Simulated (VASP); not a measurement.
Write the native input for VASP 6.6.1 that does the following.

* Task: single point
* Functional: PBE
* Potentials or basis: VASP PAW PBE potentials, release 64 (Si)
* Cutoff: 520 eV
* k mesh: 2 × 2 × 2
* Occupations: fermi-dirac, width 0.05 eV
* Spin: no spin polarisation
* Dipole correction: no
* Further INCAR settings: LREAL = Auto; ALGO = Normal; EDIFF = 1e-07; NBANDS = 48

The structure of Si (a cell with a defect) lies in POSCAR:

```
Si
1.0
    0.0000000000      5.4300000000      5.4300000000
    5.4300000000      0.0000000000      5.4300000000
    5.4300000000      5.4300000000      0.0000000000
Si
17
Direct
    0.0142913444     -0.0067453039     -0.0011780847
    0.1230974217      0.1185355433      0.1359147330
    0.0022175875     -0.0119840700      0.5077824125
    0.1569482505      0.1087186004      0.6253316759
   -0.0086767035      0.4900822284      0.0281371087
    0.1230112339      0.6220740331      0.1360294659
    0.0021935543      0.5018114180      0.5078202578
    0.1156105893      0.6145886740      0.6549457643
    0.4943535912     -0.0069152855     -0.0012613260
    0.6460515654      0.1451751381      0.0632747698
    0.5194827808      0.0186264273      0.4429798343
    0.6090853591      0.1083238490      0.6252965930
    0.4942826888      0.5135511971     -0.0012248619
    0.6196918969      0.6218447514      0.1363309392
    0.4882622468      0.5019523020      0.5076965009
    0.6089314917      0.6571642726      0.6254500921
    0.7895952118      0.2893848987      0.6315355433
```

One way to write it, as run:

INCAR

```
SYSTEM = Si
PREC = Accurate
ENCUT = 520
EDIFF = 1E-7
ISMEAR = -1
SIGMA = 0.05
LREAL = Auto
LASPH = .True.
NELM = 80
ALGO = Normal
ISIF = 2
LWAVE = .False.
LCHARG = .False.
GGA = PE
NBANDS = 48
```

KPOINTS

```
regular mesh
0
Gamma
  2 2 2
  0 0 0
```

Potentials or basis: VASP PAW PBE potentials, release 64 (Si).

Run with:

```console
$ cat potpaw_PBE.64/Si/POTCAR > POTCAR
$ mpirun -np 1 vasp_std > vasp.out
```

Results of the run:

| Quantity | Value |
| --- | --- |
| Pressure | 4.7 GPa |
| Largest force | 0.095 eV/Å |
| Band gap on the k mesh | zero (band 34 reaches 6.76 eV, above the bottom of band 35 at 6.75 eV) |

Caveat: the k points lie up to 0.50 Å⁻¹ apart.

Wall time 3.3 min on 1 thread of Intel(R) Xeon(R) Platinum 8488C (Sapphire Rapids) (shared host), peak memory 0.46 GiB.
